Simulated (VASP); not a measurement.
# SnO2: single point with r2SCAN

The system is SnO2.

```
CELL_PARAMETERS angstrom
4.75994 0.00000 0.00000
0.00000 4.75994 0.00000
0.00000 0.00000 3.39275
ATOMIC_POSITIONS crystal
Sn 0.50000 0.50000 0.50000
Sn 0.00000 0.00000 0.00000
O 0.30735 0.30735 0.00000
O 0.80735 0.19265 0.50000
O 0.19265 0.80735 0.50000
O 0.69265 0.69265 0.00000
```

This cell differs from its parent crystal: strain along c alone, the other axes held: +6.0 %, then relaxed in part.

```
Program                : VASP 6.6.1
Task                   : single point
Functional             : r2SCAN
Potentials or basis    : VASP PAW PBE potentials, release 64 (Sn_d, O)
Cutoff                 : 520 eV
k mesh                 : 6 × 6 × 8
Occupations            : gaussian, width 0.02 eV
Spin                   : no spin polarisation
Dipole correction      : no
Further INCAR settings : ALGO = Normal; EDIFF = 1e-06; NBANDS = 35
```

| Quantity | Value |
| --- | --- |
| Pressure | -11.5 GPa |
| Largest force | 0.012 eV/Å |
| Band gap on the k mesh | 0.95 eV |

Forces in eV/Å, atoms in the order of the input:
```
Sn   0.000  0.000  0.000
Sn   0.000  0.000  0.000
O    0.009  0.009  0.000
O    0.009 -0.009  0.000
O   -0.009  0.009  0.000
O   -0.009 -0.009  0.000
```

Stress tensor (GPa, compression positive):
```
 -7.01   0.00   0.00
  0.00  -7.01   0.00
  0.00   0.00 -20.36
```

Levels at points of the mesh, in eV from the valence-band top:
| k point | band 23 | band 24 | band 25 | band 26 | band 27 | band 28 | band 29 | band 30 |
| --- | --- | --- | --- | --- | --- | --- | --- | --- |
| (0.00, 0.00, 0.00) | -1.32 | -0.64 | -0.64 | 0.00 | 0.95 | 5.71 | 6.33 | 6.33 |
| (0.50, 0.00, 0.00) | -1.25 | -1.25 | -0.54 | -0.54 | 4.30 | 4.30 | 7.03 | 7.03 |
| (0.50, 0.50, 0.00) | -1.42 | -1.42 | -0.73 | -0.73 | 4.56 | 4.56 | 7.50 | 7.50 |
| (0.00, 0.00, 0.50) | -1.52 | -1.52 | -1.14 | -1.14 | 6.08 | 6.08 | 10.20 | 10.20 |
| (0.50, 0.00, 0.50) | -0.94 | -0.94 | -0.59 | -0.59 | 6.42 | 6.42 | 8.58 | 8.58 |
| (0.50, 0.50, 0.50) | -0.83 | -0.83 | -0.68 | -0.68 | 4.97 | 4.97 | 9.34 | 9.34 |

It took 2.6 min on 1 thread of Intel(R) Xeon(R) 6975P-C (Granite Rapids), on a shared host, peak memory 0.26 GiB.

Caveat: the cell differs from its parent crystal (strain along c alone, the other axes held: +6.0 %, then relaxed in part); the stress differs along the axes, from -20 to -7 GPa; the PAW data sets were made with another functional, which shifts forces and pressure a little; spin-orbit coupling is left out, which moves the levels of the heavy elements.
